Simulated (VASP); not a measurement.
Set up this calculation in VASP 6.6.1, as the native input.

```
Task                   : electric field gradients
Functional             : LDA
Potentials or basis    : VASP PAW LDA potentials, release 64 (Ta_pv, N)
Cutoff                 : 520 eV
k mesh                 : 12 × 12 × 10
Occupations            : fermi-dirac, width 0.02 eV
Spin                   : no spin polarisation
Dipole correction      : no
Further INCAR settings : ALGO = Normal; EDIFF = 1e-08; NBANDS = 15
```

The structure of TaN lies in POSCAR:

```
TaN
1.0
    2.9182801511      0.0000000000      0.0000000000
   -1.4591400756      2.5273047463      0.0000000000
    0.0000000000      0.0000000000      2.8636504237
Ta N
1 1
Direct
    0.3333333333      0.6666666667      0.5000000000
    0.0000000000      0.0000000000      0.0000000000
```

This cell differs from its parent crystal: volume scaled by 0.98.

One way to write it, as run:

INCAR

```
SYSTEM = TaN
PREC = Accurate
ENCUT = 520
EDIFF = 1E-8
ISMEAR = -1
SIGMA = 0.02
LREAL = .False.
LASPH = .True.
NELM = 80
ALGO = Normal
ISIF = 2
LWAVE = .False.
LCHARG = .False.
LEFG = .True.
NBANDS = 15
```

KPOINTS

```
Automatic mesh
0
Gamma
  12 12 10
  0 0 0
```

Potentials or basis: VASP PAW LDA potentials, release 64 (Ta_pv, N).

Launch:

```console
$ cat potpaw_LDA.64/Ta_pv/POTCAR potpaw_LDA.64/N/POTCAR > POTCAR
$ mpirun -np 1 vasp_std > vasp.out
```

Results of the run:

```
Pressure               : -2.6 GPa
Band gap on the k mesh : zero (band 8 reaches 8.71 eV, above the bottom of band 9 at 8.20 eV)
```

Caveat: without QUAD_EFG the Cq values of the log hold for a quadrupole moment of 1 mb, not for the nuclei; spin-orbit coupling is left out, which moves the levels of the heavy elements.

It used 20 s of CPU time on 1 thread of Intel Xeon 6975P-C (shared host).
